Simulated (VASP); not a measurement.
# Cd14InTe16 (a cell with a defect) in VASP: a series of runs, part 2 of 2

VASP 6.6.1. Earlier steps stand in the parts before.

### 4 Single point, PBE, collinear spin (atoms taken out, then relaxed in part)

INCAR

```
PREC = Accurate
ENCUT = 400
EDIFF = 1E-6
ISMEAR = 0
SIGMA = 0.01
LREAL = Auto
LASPH = True
NELM = 200
ALGO = Normal
ISIF = 2
LWAVE = False
LCHARG = True
ISPIN = 2
MAGMOM = 0 0 0 0 0 0 0 0 0 0 0 0 0 0 0 0.5 0 0 0 0 0 0 0 0 0.5 0 0 0 0.5 0.5 0
LORBIT = 11
GGA = PE
LELF = True
LVHAR = True
NELECT = 278.0
NBANDS = 164
GGA_COMPAT = False
LUSENCCL = False
```

KPOINTS

```
Automatic mesh
0
Gamma
  2 2 2
  0.5 0.5 0.5
```

POSCAR

```
Cd14InTe16
1.0
   -6.6173732474      6.6173732474      6.6173732474
    6.6173732474     -6.6173732474      6.6173732474
    6.6173732474      6.6173732474     -6.6173732474
Cd In Te
14 1 16
Direct
   -0.0013925253      0.4855897265      0.4995295896
   -0.0015678113      0.7521938952      0.2476587367
    0.2335709290     -0.0084011546      0.7449552133
    0.0049348277     -0.0005733343     -0.0131557574
    0.2373929526      0.2501265696      0.4970523755
    0.2556779545      0.5009207682      0.2374036766
    0.4964085314      0.7482130712      0.7456107642
    0.2535671083      0.7394732987      0.0032965029
    0.5058294689      0.0083398053      0.5105389064
    0.5024374573      0.2502126030      0.2556416976
    0.7477294279      0.4920522621      0.7524035057
    0.4923308758      0.5087678659      0.0035042278
    0.7643211281      0.7609055055      0.5140968985
    0.7630982419      0.0146068224      0.2641613328
    0.7458146587      0.2501250609     -0.0081406902
    0.2290425467      0.4775673537     -0.0230325422
    0.2476110427      0.7475091009      0.7495460977
    0.2494495385      0.0008634511      0.5006251349
    0.4978504451      0.2502645449     -0.0008150815
    0.2495957445      0.2501467904      0.2491572322
    0.4988604607      0.4995734856      0.7499730059
    0.5011164302      0.7502149750      0.4980487146
    0.7519155699      0.0026189562      0.0005381434
    0.5017344452     -0.0007789313      0.2529014193
    0.7683856392      0.2502560837      0.7541932009
    0.7528035290      0.5011542756      0.5038060933
    0.0011410901      0.7501270115     -0.0018886480
    0.7503513079      0.7528502027      0.2523504676
    0.0016114114      0.0228467197      0.7497238554
    0.0010656399      0.2500928226      0.5226795145
   -0.0006963434      0.4976150990      0.2478715698
```

Potentials or basis: VASP PAW PBE potentials, release 64 (Cd, In_d, Te).

Started as:

```bash
cat potpaw_PBE.64/Cd/POTCAR potpaw_PBE.64/In_d/POTCAR potpaw_PBE.64/Te/POTCAR > POTCAR
mpirun -np 1 vasp_std > vasp.out
```

OUTCAR:

```text
PREC = Accurate
   ENCUT = 400
   EDIFF = 1E-6
   ISMEAR = 0
   LREAL = Auto
   LASPH = True
   NELM = 200
   ISIF = 2
   ISPIN = 2
   LORBIT = 11
   GGA = PE
   NELECT = 278.0

 ion  position               nearest neighbor table
   1  0.999  0.486  0.500-  30 2.81  26 2.90  17 2.91  31 2.94
   2  0.998  0.752  0.248-  27 2.86  28 2.86  18 2.88  31 2.92
   3  0.234  0.992  0.745-  29 2.81  17 2.87  18 2.90  19 2.97
   4  0.005  0.999  0.987-  29 2.81  27 2.89  20 2.90  23 2.97
   5  0.237  0.250  0.497-  30 2.82  20 2.89  18 2.92  21 2.92
   6  0.256  0.501  0.237-  16 2.81  22 2.89  20 2.90  31 2.97
   7  0.496  0.748  0.746-  22 2.86  17 2.86  21 2.88  23 2.92
   8  0.254  0.739  0.003-  16 2.82  24 2.90  27 2.92  17 2.92
   9  0.506  0.008  0.511-  25 2.87  18 2.87  22 2.90  24 2.90
  10  0.502  0.250  0.256-  26 2.86  24 2.86  20 2.87  19 2.92
  11  0.748  0.492  0.752-  25 2.87  21 2.87  27 2.90  26 2.90
  12  0.492  0.509  0.004-  16 2.81  28 2.87  21 2.90  19 2.97
  13  0.764  0.761  0.514-  29 2.82  26 2.90  22 2.92  28 2.92
  14  0.763  0.015  0.264-  30 2.81  24 2.90  28 2.91  23 2.94
  15  0.746  0.250  0.992-  25 2.82  19 2.87  31 2.89  23 2.89
  16  0.229  0.478  0.977-   6 2.81  12 2.81   8 2.82
[... 1510 lines left out ...]
  energy-cutoff  :      400.00
  volume of cell :     1159.09
      direct lattice vectors                 reciprocal lattice vectors
    -6.617373247  6.617373247  6.617373247     0.000000000  0.075558682  0.075558682
     6.617373247 -6.617373247  6.617373247     0.075558682  0.000000000  0.075558682
     6.617373247  6.617373247 -6.617373247     0.075558682  0.075558682  0.000000000

 POSITION                                       TOTAL-FORCE (eV/Angst)
 -----------------------------------------------------------------------------------
     -0.08926      6.70040      6.51591        -0.004102     -0.009932      0.017345
      0.00940      3.26830      9.94570         0.003127     -0.002122     -0.001814
      9.94580     -0.08651      3.17776        -0.018388      0.012155      0.004821
     13.11124     -0.05061      0.11592        -0.007405      0.017138     -0.008651
      3.37344      3.20492     -0.06308        -0.008751      0.006288      0.011991
      3.19385     -0.05187      3.43571         0.009024      0.018983      0.002413
[... 23 lines left out ...]
      5.10667      1.81086     -1.79676         0.019380      0.016903     -0.014107
     -1.67960      4.96012      8.26541         0.006242      0.002452     -0.006618
 -----------------------------------------------------------------------------------
    total drift:                               -0.008656      0.003856      0.011950

  FREE ENERGIE OF THE ION-ELECTRON SYSTEM (eV)
  ---------------------------------------------------
  free  energy   TOTEN  =       -74.3030330516 eV

  energy  without entropy=      -74.3030330516  energy(sigma->0) =      -74.30303305

 total charge

# of ion       s       p       d       tot
------------------------------------------
    1        0.469   0.277   9.529  10.275
    2        0.466   0.280   9.530  10.275
    3        0.469   0.276   9.529  10.275
    4        0.470   0.275   9.529  10.274
    5        0.467   0.276   9.530  10.272
    6        0.470   0.275   9.529  10.274
[... 23 lines left out ...]
   30        1.371   2.005   0.018   3.394
   31        1.361   2.017   0.016   3.395
--------------------------------------------------
tot         29.179  36.804 143.560 209.543

 magnetization (x)

# of ion       s       p       d       tot
------------------------------------------
    1        0.000   0.000   0.000   0.000
    2        0.000   0.000  -0.000   0.000
    3        0.000   0.000   0.000   0.000
    4        0.000   0.000   0.000   0.000
    5        0.000   0.000   0.000   0.000
    6        0.000   0.000   0.000   0.000
[... 23 lines left out ...]
   30        0.000   0.000  -0.000   0.000
   31        0.000   0.000  -0.000   0.000
--------------------------------------------------
tot          0.000   0.000   0.000   0.000
```

stdout:

```text
Offloading initialized ...    1 GPUs detected
 POSCAR found type information on POSCAR CdInTe
 POSCAR found :  3 types and      31 ions
 scaLAPACK will be used selectively (only on CPU)
 LDA part: xc-table for (Slater+PW92), standard interpolation
 POSCAR, INCAR and KPOINTS ok, starting setup
 FFT: planning ... GRIDC
 FFT: planning ... GRID_SOFT
 FFT: planning ... GRID
 WAVECAR not read
 entering main loop
 the old and the new charge density differ
 old charge density:   277.00000 new  278.00000
    0.194E+01
```

It took 3.7 min on 1 × NVIDIA H100 80GB with 1 thread of AMD EPYC 7R13 (Zen 3), shared host; peak memory 2.3 GiB.

What came out:

- Free energy: -74.3030 eV
- Largest force: 0.035 eV/Å
- Net moment: 0.00 μB per cell
- Valence electrons inside the program's atomic spheres: Cd 10.28, 10.27 (each value once); In 11.33; Te 3.39, 3.40, 3.38 (each value once)

Forces in eV/Å, atoms in the order of the input:
```
Cd  -0.004 -0.010  0.017
Cd   0.003 -0.002 -0.002
Cd  -0.018  0.012  0.005
Cd  -0.007  0.017 -0.009
Cd  -0.009  0.006  0.012
Cd   0.009  0.019  0.002
Cd   0.001 -0.002 -0.003
Cd   0.011  0.007  0.012
Cd   0.003 -0.002 -0.009
Cd  -0.002 -0.008  0.001
Cd   0.010 -0.005 -0.001
Cd   0.000  0.010  0.017
Cd  -0.010  0.006 -0.011
Cd  -0.017 -0.013  0.003
In  -0.001  0.001 -0.002
Te  -0.017 -0.021 -0.021
Te  -0.001 -0.005  0.006
Te  -0.002  0.009  0.001
Te  -0.009  0.004  0.000
Te   0.008 -0.003 -0.002
Te  -0.004  0.001 -0.003
Te  -0.001 -0.004 -0.003
Te   0.014 -0.006 -0.003
Te  -0.002 -0.005 -0.006
Te  -0.004  0.014  0.000
Te   0.010 -0.004 -0.001
Te   0.001 -0.007  0.001
Te  -0.009 -0.005  0.004
Te   0.022 -0.024  0.014
Te   0.019  0.017 -0.014
Te   0.006  0.002 -0.007
```

Levels at points of the mesh, in eV from the Fermi level:
Spin up:
| k point | band 136 | band 137 | band 138 | band 139 | band 140 | band 141 | band 142 | band 143 |
| --- | --- | --- | --- | --- | --- | --- | --- | --- |
| (0.25, 0.25, 0.25) | -0.32 | -0.22 | -0.11 | -0.09 | 1.46 | 1.89 | 1.89 | 2.07 |
Spin down:
| k point | band 137 | band 138 | band 139 | band 140 | band 141 | band 142 |
| --- | --- | --- | --- | --- | --- | --- |
| (0.25, 0.25, 0.25) | -0.22 | -0.11 | -0.09 | 1.46 | 1.89 | 1.89 |

Caveat: the cell carries a net charge on a neutralising background, which shifts energy and pressure; the cell differs from its parent crystal (atoms taken out, then relaxed in part); the cell is charged against a uniform background, so pressure and absolute levels hang on convention; spin-orbit coupling is left out, which moves the levels of the heavy elements.
